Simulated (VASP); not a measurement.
LiF: single point with PBE

Crystal: LiF.

```
CELL_PARAMETERS angstrom
0.00000 2.09000 2.09000
2.09000 0.00000 2.09000
2.09000 2.09000 0.00000
ATOMIC_POSITIONS crystal
Li 0.00000 0.00000 0.00000
F 0.50000 0.50000 0.50000
```

- Program: VASP 6.6.1
- Task: single point
- Functional: PBE
- Potentials or basis: VASP PAW PBE potentials, release 64 (Li_sv, F)
- Cutoff: 520 eV
- k mesh: 8 × 8 × 8
- Occupations: gaussian, width 0.05 eV
- Spin: no spin polarisation
- Dipole correction: no
- Further INCAR settings: ALGO = Normal; EDIFF = 1e-06; NBANDS = 12

- Band gap on the k mesh: 8.17 eV, direct

Levels at points of the mesh, in eV from the valence-band top:
| k point | band 3 | band 4 | band 5 | band 6 | band 7 | band 8 |
| --- | --- | --- | --- | --- | --- | --- |
| (0.00, 0.00, 0.00) | 0.00 | 0.00 | 0.00 | 8.17 | 22.53 | 22.53 |
| (0.50, 0.00, 0.00) | -2.20 | -0.19 | -0.19 | 10.20 | 15.47 | 18.01 |
| (0.50, 0.50, 0.00) | -2.56 | -0.85 | -0.85 | 13.81 | 15.94 | 16.16 |

It took 9.5 s on 1 thread of Intel Xeon 8259CL (shared host), peak memory 0.13 GiB.

 A k mesh can miss the band edges.
